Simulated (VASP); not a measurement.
Here is a VASP 6.6.1 calculation.

File INCAR:

```
  PREC = Accurate
  ENCUT = 520
  EDIFF = 1E-6
  ISMEAR = -1
  SIGMA = 0.05
  LREAL = False
  LASPH = True
  NELM = 100
  ALGO = Normal
  ISIF = 2
  LWAVE = False
  LCHARG = False
  GGA = PE
  NBANDS = 17
```

The input KPOINTS:

```
Automatic mesh
0
Gamma
  14 14 8
```

POSCAR

```
Hf
1.0
    2.7782256480      0.0000000000      0.0000000000
   -1.3891128240      2.4060139886      0.0000000000
    0.0000000000      0.0000000000      4.5819631272
Hf
2
Direct
    0.3333333333      0.6666666667      0.2500000000
    0.6666666667      0.3333333333      0.7500000000
```

Potentials or basis: VASP PAW PBE potentials, release 64 (Hf_pv).

The run is started by

```console
$ cat potpaw_PBE.64/Hf_pv/POTCAR > POTCAR
$ mpirun -np 1 vasp_std > vasp.out
```

(1) What does it give for the band gap on the k mesh?

(2) Estimate the pressure.

Answers

(1) zero (band 10 reaches 9.37 eV, above the bottom of band 11 at 7.59 eV).

(2) 77.0 GPa.

Caveat: spin-orbit coupling is left out, which moves the levels of the heavy elements.
